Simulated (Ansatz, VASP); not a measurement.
# One calculation of ZrGa3, two programs

INCAR

```
PREC = Accurate
ENCUT = 520
EDIFF = 1E-7
ISMEAR = -1
SIGMA = 0.03
LREAL = False
LASPH = True
NELM = 60
ALGO = Normal
ISIF = 2
LWAVE = False
LCHARG = False
GGA = CA
NBANDS = 34
```

KPOINTS

```
regular mesh
0
Gamma
  12 12 12
```

POSCAR

```
ZrGa3
1.0
   -1.9656450000      1.9656450000      4.3645000000
    1.9656450000     -1.9656450000      4.3645000000
    1.9656450000      1.9656450000     -4.3645000000
Zr Ga
1 3
Direct
    0.0000000000      0.0000000000      0.0000000000
    0.5000000000      0.5000000000      0.0000000000
    0.7500000000      0.2500000000      0.5000000000
    0.2500000000      0.7500000000      0.5000000000
```

Input for Ansatz:

```yaml
crystal:
  lattice:
    - [-1.965645, 1.965645, 4.3645]
    - [1.965645, -1.965645, 4.3645]
    - [1.965645, 1.965645, -4.3645]
  atoms:
    - { symbol: Zr, position: [0.0, 0.0, 0.0] }
    - { symbol: Ga, position: [0.5, 0.5, 0.0] }
    - { symbol: Ga, position: [0.75, 0.25, 0.5] }
    - { symbol: Ga, position: [0.25, 0.75, 0.5] }
kpoints:
  mp_grid: { grid: [12, 12, 12] }
  band_path:
    path:
      - [0.0, 0.0, 0.0]
      - [0.0, 0.0, 0.5]
      - [0.25, 0.25, 0.25]
      - [0.0, 0.5, 0.0]
      - [0.0, 0.0, 0.0]
      - [0.5, 0.5, -0.5]
      - [0.3007085492, 0.6992914508, -0.3007085492]
      - [-0.3007085492, 0.3007085492, 0.3007085492]
      - [0.0, 0.0, 0.0]
    npoints: 5
scf:
  occupations: { method: fermi_dirac, width: 0.03 }
hamiltonian:
  xc: lda
  pseudopotentials: { kind: all_electron, lapw: { basis_error: 0.001 } }
output:
  forces: true
  stress: true
  eigenvalues: true
```

Change from the starting cell: equal xx and yy strain of -1 %.

Alike in both runs: task single point; functional LDA; k mesh 12 × 12 × 12; occupations fermi-dirac, width 0.03 eV; no spin polarisation.

|  | VASP | Ansatz |
| --- | --- | --- |
| version | VASP 6.6.1 | Ansatz 0.2.0 |
| potentials or method | VASP PAW LDA potentials, release 64 (Zr_sv, Ga_d), cutoff 520 eV | all-electron LAPW, scalar-relativistic |

|  | VASP | Ansatz | Ansatz less VASP |
| --- | --- | --- | --- |
| pressure (GPa) | -3.2 | -3.4 | -0.25 |
| traceless stress, the component that is largest in VASP (GPa) | 5.58 | 5.60 | +0.023 |

LDA's correlation is that of Perdew and Zunger in VASP and of Perdew and Wang (1992) in Ansatz. Ansatz ran all-electron here, and VASP with PAW potentials.
